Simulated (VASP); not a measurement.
# KF in VASP: a series of runs

KF is run at these levels: PBEsol, PBE; tasks: single point.

Program: VASP 6.6.1. These are calculated values, not measurements. Logs are shortened: lines on timing, memory, paths and dates and some standing lists are left out, and cuts for length are marked.

### 1 The cell of the first run

The cell holds a slab with vacuum, 8 atoms: a = 3.752 Å, b = 3.752 Å, c = 20.959 Å, α = 90.00°, β = 90.00°, γ = 90.00°.

### 2 Single point, PBEsol

INCAR reads:

```
SYSTEM = KF
PREC = Accurate
ENCUT = 520
EDIFF = 1E-6
ISMEAR = -1
SIGMA = 0.05
LREAL = .FALSE.
LASPH = .TRUE.
NELM = 80
ALGO = Normal
ISIF = 2
LWAVE = .FALSE.
LCHARG = .TRUE.
GGA = PS
LELF = .TRUE.
LVHAR = .TRUE.
NBANDS = 42
```

KPOINTS reads:

```
Automatic mesh
0
G
  4 4 1
  0 0 0
```

POSCAR reads:

```
KF
1.0
    2.6529820000      2.6529820000      0.0000000000
   -2.6529820000      2.6529820000      0.0000000000
    0.0000000000      0.0000000000     20.9589460000
F K
4 4
Direct
    0.5088570000      0.4955630000      0.3081060000
    0.4902880000      0.4927500000      0.5623440000
    0.9989710000      0.9914840000      0.4351980000
    0.9968570000      0.9816740000      0.6936200000
    0.9788400000      0.9837700000      0.3095430000
    0.9971320000      0.0180630000      0.5632010000
    0.4923890000      0.5113810000      0.4353740000
    0.4919950000      0.4733160000      0.6892560000
```

Potentials or basis: VASP PAW PBE potentials, release 64 (F, K_sv).

Launch:

```sh
cat potpaw_PBE.64/F/POTCAR potpaw_PBE.64/K_sv/POTCAR > POTCAR
mpirun -np 1 vasp_std > vasp.out
```

OUTCAR:

```text
SYSTEM = KF
   PREC = Accurate
   ENCUT = 520
   EDIFF = 1E-6
   ISMEAR = -1
   LREAL = .FALSE.
   LASPH = .TRUE.
   NELM = 80
   ISIF = 2
   GGA = PS

 ion  position               nearest neighbor table
   1  0.509  0.496  0.308-   5 2.54   5 2.61   7 2.67   5 2.70   5 2.76
   2  0.490  0.493  0.562-   6 2.57   6 2.61   8 2.66   7 2.66   6 2.70   6 2.74
   3  0.999  0.991  0.435-   7 2.58   7 2.62   5 2.63   6 2.68   7 2.69   7 2.72
   4  0.997  0.982  0.694-   8 2.62   8 2.65   8 2.66   8 2.69   6 2.74
   5  0.979  0.984  0.310-   1 2.54   1 2.61   3 2.63   1 2.70   1 2.76   7 3.66   7 3.72   7 3.77

   6  0.997  0.018  0.563-   2 2.57   2 2.61   3 2.68   2 2.70   4 2.74   2 2.74   8 3.65   8 3.67
                             7 3.75   7 3.77   7 3.77   7 3.79
   7  0.492  0.511  0.435-   3 2.58   3 2.62   2 2.66   1 2.67   3 2.69   3 2.72   5 3.66   5 3.72
                             6 3.75   6 3.77   5 3.77   6 3.77   6 3.79
   8  0.492  0.473  0.689-   4 2.62   4 2.65   2 2.66   4 2.66   4 2.69   6 3.65   6 3.67

  LATTYP: Found a simple tetragonal cell.
 ALAT       =     3.7518831251
 C/A-ratio  =     5.5862470394

  Lattice vectors:

 A1 = (   2.6529820000,   2.6529820000,   0.0000000000)
 A2 = (  -2.6529820000,   2.6529820000,   0.0000000000)
 A3 = (   0.0000000000,   0.0000000000,  20.9589460000)

Analysis of symmetry for initial positions (statically):
=====================================================================
 Subroutine PRICEL returns:
 Original cell was already a primitive cell.

 Routine SETGRP: Setting up the symmetry group for a
 simple tetragonal supercell.

 Subroutine GETGRP returns: Found  1 space group operations
 (whereof  1 operations were pure point group operations)
 out of a pool of 16 trial point group operations.

The static configuration has the point symmetry C_1 .

Analysis of symmetry for dynamics (positions and initial velocities):
=====================================================================
 Subroutine PRICEL returns:
 Original cell was already a primitive cell.

 Routine SETGRP: Setting up the symmetry group for a
 simple tetragonal supercell.

 Subroutine GETGRP returns: Found  1 space group operations
 (whereof  1 operations were pure point group operations)
 out of a pool of 16 trial point group operations.

The dynamic configuration has the point symmetry C_1 .

 Subroutine INISYM returns: Found  1 space group operations
 (whereof  1 operations are pure point group operations),
[... 96 lines left out ...]
   NSW    =      0    number of steps for IOM
   IBRION =     -1    ionic relax: 0-MD 1-quasi-New 2-CG
   NFREE  =      0    steps in history (QN), initial steepest desc. (CG)
   ISIF   =      2    stress and relaxation
   ISYM   =      2    0-nonsym 1-usesym 2-fastsym
   POTIM  = 0.5000    time-step for ionic-motion
   TEBEG  =    0.0;   TEEND  =   0.0 temperature during run
   PSTRESS=    0.0 pullay stress
   NELECT =      64.0000    total number of electrons
   NUPDOWN=      -1.0000    fix difference up-down
   EMIN   =  10.00;   EMAX   =-10.00  energy-range for DOS
   EFERMI =   0.00;   METHOD = LEGACY
   ISMEAR =    -1;   SIGMA  =   0.05  broadening in eV -4-tet -1-fermi 0-gaus
   EFERMI_NEDOS =   21; number of points for ismear=-14 and -15
   IALGO  =     38    algorithm
   IMIX   =      4    mixing-type and parameters
     AMIX     =   0.40;   BMIX     =  1.00
     AMIX_MAG =   1.60;   BMIX_MAG =  1.00
  volume/ion in A,a.u.               =      36.88       248.87
  Fermi-wavevector in a.u.,A,eV,Ry     =   0.983661  1.858850 13.164848  0.967589
  Thomas-Fermi vector in A             =   2.114836
   LORBIT       =      0    0 simple, 1 ext, 2 COOP (PROOUT), +10 PAW based schemes
   GGA     = PS    functional components
   LHFCALC =     F    Hartree Fock is set to
   AEXX    =    0.0000 exact exchange contribution
   IVDW    =     0    specifies the selected vdW correction
   LEPSILON=     F    determine dielectric tensor
   LRPA    =     F    only Hartree local field effects (RPA)
 non-spin polarized calculation
  energy-cutoff  :      520.00
  volume of cell :      295.03
 maximum number of plane-waves:      7976
   NGX = 13   NGY = 13   NGZ = 77

 number of electron      64.0000007 magnetization

 Free energy of the ion-electron system (eV)
  ---------------------------------------------------
  ext. energy  EPLUGINS =         0.00000000
  ---------------------------------------------------
  free energy    TOTEN  =       -33.69253412 eV

  energy without entropy =      -33.69253412  energy(sigma->0) =      -33.69253412

 E-fermi :  -3.2616     XC(G=0):  -4.8201

 val. band max:       -4.4005113758   @ k =   0.0000   0.0000   0.0000
 cond. band min:       1.0630892190   @ k =   0.0000   0.0000   0.0000
 fundamental gap:      5.4636005948
 Fermi energy:        -3.2615894057

 k-point     1 :       0.0000    0.0000    0.0000
  band No.  band energies     occupation
      1     -30.7679      2.00000
      2     -30.7174      2.00000
      3     -30.6994      2.00000
      4     -30.5848      2.00000
      5     -23.4328      2.00000
      6     -23.3549      2.00000
[... 439 lines left out ...]
     41       5.9046      0.00000
     42       5.9391      0.00000

------------------------ aborting loop because EDIFF is reached ----------------------------------------

  FORCE on cell =-STRESS in cart. coord.  units (eV):
  Direction    XX          YY          ZZ          XY          YZ          ZX
  --------------------------------------------------------------------------------------
  -------------------------------------------------------------------------------------
  Total       -0.9246277     -0.7583702     -0.5767318      0.0234581      0.0247712     -0.0490598
  in kB       -5.0212220     -4.1183551     -3.1319615      0.1273900      0.1345209     -0.2664207
  external PRESSURE =      -4.0905129 kB  Pullay stress =       0.0000000 kB

 VOLUME and BASIS-vectors are now :
 -----------------------------------------------------------------------------
  energy-cutoff  :      520.00
  volume of cell :      295.03
      direct lattice vectors                 reciprocal lattice vectors
     2.652982000  2.652982000  0.000000000     0.188467166  0.188467166  0.000000000
    -2.652982000  2.652982000  0.000000000    -0.188467166  0.188467166  0.000000000
     0.000000000  0.000000000 20.958946000     0.000000000  0.000000000  0.047712323

 POSITION                                       TOTAL-FORCE (eV/Angst)
 -----------------------------------------------------------------------------------
      0.03527      2.66471      6.45758        -0.072245     -0.166469      0.145119
     -0.00653      2.60798     11.78614        -0.062163      0.128241      0.052193
      0.01986      5.28064      9.12129        -0.114715      0.050962      0.039069
      0.04028      5.24901     14.53754        -0.000032     -0.038093     -0.277540
     -0.01308      5.20677      6.48770         0.059635      0.193116     -0.122295
      2.59745      2.69329     11.80410         0.108246     -0.175777      0.020067
     -0.05039      2.66298      9.12498         0.121493     -0.072719     -0.043479
      0.04956      2.56095     14.44608        -0.040219      0.080738      0.186866
 -----------------------------------------------------------------------------------
    total drift:                                0.001232     -0.001795     -0.000769

  FREE ENERGIE OF THE ION-ELECTRON SYSTEM (eV)
  ---------------------------------------------------
  free  energy   TOTEN  =       -33.6925341213 eV

  energy  without entropy=      -33.6925341212  energy(sigma->0) =      -33.69253412
```

OSZICAR:

```text
N       E                     dE             d eps       ncg     rms          rms(c)
DAV:   1     0.606910476232E+03    0.60691E+03   -0.30455E+04   904   0.132E+03
DAV:   2     0.181972945252E+02   -0.58871E+03   -0.57262E+03  1122   0.389E+02
DAV:   3    -0.335624033431E+02   -0.51760E+02   -0.51505E+02  1072   0.107E+02
DAV:   4    -0.389605520431E+02   -0.53981E+01   -0.53857E+01  1392   0.208E+01
[... 13 lines left out ...]
DAV:  18    -0.336925057943E+02   -0.20882E-03   -0.37691E-05   980   0.355E-02    0.450E-03
DAV:  19    -0.336925243559E+02   -0.18562E-04   -0.61048E-06   976   0.142E-02    0.292E-03
DAV:  20    -0.336925308226E+02   -0.64667E-05   -0.44584E-07   648   0.372E-03    0.171E-03
DAV:  21    -0.336925331438E+02   -0.23212E-05   -0.17594E-07   630   0.251E-03    0.106E-03
DAV:  22    -0.336925341213E+02   -0.97750E-06   -0.17362E-07   592   0.231E-03
   1 F= -.33692534E+02 E0= -.33692534E+02  d E =-.110357E-09
```

Wall time 2.7 min (1 thread of Intel Xeon Platinum 8259CL at 2.50GHz (Skylake/Cascade Lake), shared host); peak memory 0.38 GiB.

Results:

- Free energy: -33.6925 eV
- Largest force: 0.280 eV/Å
- Band gap on the k mesh: 5.46 eV, direct

Forces in eV/Å, atoms in the order of the input:
```
F   -0.072 -0.166  0.145
F   -0.062  0.128  0.052
F   -0.115  0.051  0.039
F    0.000 -0.038 -0.278
K    0.060  0.193 -0.122
K    0.108 -0.176  0.020
K    0.121 -0.073 -0.043
K   -0.040  0.081  0.187
```

Caveat: the PAW data sets were made with another functional, which shifts forces and pressure a little.

### 3 Single point, PBE

INCAR reads:

```
SYSTEM = KF
  PREC = Accurate
  ENCUT = 520
  EDIFF = 1E-6
  ISMEAR = -1
  SIGMA = 0.05
  LREAL = .False.
  LASPH = .True.
  NELM = 100
  ALGO = Normal
  ISIF = 2
  LWAVE = .False.
  LCHARG = .False.
  GGA = PE
  NBANDS = 42
```

KPOINTS reads:

```
regular mesh
0
Gamma
  4 4 1
  0 0 0
```

POSCAR is that of step 2.

Potentials or basis: VASP PAW PBE potentials, release 64 (F, K_sv).

Launch:

```sh
cat potpaw_PBE.64/F/POTCAR potpaw_PBE.64/K_sv/POTCAR > POTCAR
mpirun -np 1 vasp_std > vasp.out
```

It took 2.5 min on 1 thread of Intel Xeon Platinum 8259CL at 2.50GHz (Skylake/Cascade Lake), shared host; peak memory 0.38 GiB.

Results (log left out):

```yaml
Free_energy: -32.8064 eV
Largest_force: 0.333 eV/Å
Band_gap_on_the_k_mesh: 5.39 eV, direct
```

Forces in eV/Å, atoms in the order of the input:
```
F   -0.085 -0.200  0.065
F   -0.076  0.153  0.051
F   -0.133  0.062  0.048
F    0.004 -0.050 -0.203
K    0.073  0.226 -0.234
K    0.120 -0.199  0.027
K    0.139 -0.083 -0.042
K   -0.043  0.092  0.288
```

Levels at points of the mesh, in eV from the valence-band top:
```csv
k point,band 29,band 30,band 31,band 32,band 33,band 34,band 35,band 36
"(0.00, 0.00, 0.00)",-0.04,-0.03,0.00,0.00,5.39,5.58,6.38,7.24
"(0.50, 0.00, 0.00)",-0.34,-0.31,-0.24,-0.22,7.90,7.98,8.16,8.28
"(0.00, 0.50, 0.00)",-0.33,-0.31,-0.24,-0.22,7.90,7.98,8.17,8.28
"(0.50, 0.50, 0.00)",-0.13,-0.13,-0.12,-0.12,8.05,8.06,8.75,8.76
```

### 4 Single point, PBEsol

INCAR reads:

```
PREC = Accurate
ENCUT = 520
EDIFF = 1E-6
ISMEAR = -1
SIGMA = 0.05
LREAL = F
LASPH = T
NELM = 100
ALGO = Normal
ISIF = 2
LWAVE = F
LCHARG = F
GGA = PS
NBANDS = 42
```

KPOINTS reads:

```
regular mesh
0
Gamma
  4 4 1
```

POSCAR is that of step 3.

Launch:

```sh
cat potpaw_PBE.64/F/POTCAR potpaw_PBE.64/K_sv/POTCAR > POTCAR
mpirun -np 1 vasp_std > vasp.out
```

It took 3.2 min on 1 thread of Intel Xeon Platinum 8259CL at 2.50GHz (Skylake/Cascade Lake), shared host; peak memory 0.38 GiB.

It converged, with:

```
Free energy            : -33.6925 eV
Largest force          : 0.280 eV/Å
Band gap on the k mesh : 5.46 eV, direct
```

Forces in eV/Å, atoms in the order of the input:
```
F   -0.072 -0.166  0.145
F   -0.062  0.128  0.052
F   -0.115  0.051  0.039
F    0.000 -0.038 -0.278
K    0.060  0.193 -0.122
K    0.108 -0.176  0.020
K    0.121 -0.073 -0.043
K   -0.040  0.081  0.187
```

Levels at points of the mesh, in eV from the valence-band top:
```
           k point  band 28  band 29  band 30  band 31  band 32  band 33  band 34  band 35  band 36  band 37
(0.00, 0.00, 0.00)    -0.20    -0.04    -0.03     0.00     0.00     5.46     5.70     6.32     7.27     7.41
(0.50, 0.00, 0.00)    -0.58    -0.35    -0.32    -0.24    -0.22     8.03     8.10     8.30     8.41     8.59
(0.00, 0.50, 0.00)    -0.58    -0.34    -0.32    -0.24    -0.22     8.03     8.10     8.30     8.41     8.61
(0.50, 0.50, 0.00)    -0.14    -0.13    -0.13    -0.12    -0.12     7.97     7.97     8.71     8.72     9.69
```

Caveat: the PAW data sets were made with another functional, which shifts forces and pressure a little.
